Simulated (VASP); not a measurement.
# CuAg2Cl6: single point with PBE

Crystal: CuAg2Cl6.

```
CELL_PARAMETERS angstrom
6.53647 0.00000 0.00000
-3.26823 5.66075 0.00000
-3.26823 1.88692 5.54575
ATOMIC_POSITIONS crystal
Cu 0.50000 0.50000 0.50010
Ag 0.76570 0.23430 0.29700
Ag 0.23430 0.76570 0.70300
Cl 0.37217 0.26833 0.25641
Cl 0.73167 0.84743 0.25641
Cl 0.15257 0.62783 0.25641
Cl 0.62783 0.73167 0.74359
Cl 0.26833 0.15257 0.74359
Cl 0.84743 0.37217 0.74359
```

* Program: VASP 6.6.1
* Task: single point
* Functional: PBE
* Potentials or basis: VASP PAW PBE potentials, release 64 (Cu, Ag, Cl)
* Cutoff: 520 eV
* k mesh: 4 × 4 × 4
* Occupations: fermi-dirac, width 0.1 eV
* Spin: no spin polarisation
* Dipole correction: no
* Further INCAR settings: ALGO = Normal; EDIFF = 1e-06; NBANDS = 48

```yaml
Pressure: -0.2 GPa
Largest_force: 0.303 eV/Å
Band_gap_on_the_k_mesh: zero (an odd number of electrons rules out a gap without spin polarisation)
```

Forces on the atoms (eV/Å):
```
Cu   0.003 -0.002 -0.005
Ag  -0.001  0.000  0.033
Ag   0.001 -0.001 -0.033
Cl   0.296 -0.056 -0.001
Cl  -0.099  0.284 -0.002
Cl  -0.198 -0.227 -0.002
Cl  -0.297  0.059  0.004
Cl   0.097 -0.285  0.004
Cl   0.198  0.227  0.003
```

Stress tensor (GPa, compression positive):
```
-0.71  0.00  0.00
 0.00 -0.71  0.00
 0.00  0.00  0.77
```

Levels at points of the mesh, in eV from the Fermi level:
| k point | band 34 | band 35 | band 36 | band 37 | band 38 | band 39 | band 40 | band 41 |
| --- | --- | --- | --- | --- | --- | --- | --- | --- |
| (0.00, 0.00, 0.00) | -0.29 | -0.29 | -0.08 | -0.08 | 0.28 | 0.28 | 3.53 | 4.45 |
| (0.50, 0.00, 0.00) | -0.60 | -0.57 | -0.38 | -0.26 | -0.11 | 0.20 | 4.76 | 4.93 |
| (0.50, 0.50, 0.50) | -0.60 | -0.57 | -0.38 | -0.26 | -0.11 | 0.20 | 4.76 | 4.93 |
| (0.00, 0.50, 0.00) | -0.61 | -0.57 | -0.38 | -0.26 | -0.11 | 0.20 | 4.76 | 4.93 |
| (0.50, 0.50, 0.00) | -0.60 | -0.51 | -0.35 | -0.30 | -0.17 | 0.16 | 5.10 | 5.13 |
| (0.50, 0.00, 0.50) | -0.60 | -0.51 | -0.35 | -0.30 | -0.17 | 0.16 | 5.10 | 5.13 |
| (0.00, 0.50, 0.50) | -0.60 | -0.51 | -0.35 | -0.30 | -0.17 | 0.16 | 5.10 | 5.13 |
| (0.00, 0.00, 0.50) | -0.38 | -0.38 | -0.32 | -0.32 | 0.26 | 0.26 | 4.73 | 4.97 |

Run time: 9.5 min on 1 thread of Intel(R) Xeon(R) 6975P-C (Granite Rapids), on a shared host, peak memory 0.52 GiB.

Caveat: an odd number of electrons without spin polarisation forces a metal; a magnetic or distorted state may lie lower. With open d or f shells a metallic result of PBE can be an artefact of self-interaction; +U or a hybrid may open a gap.
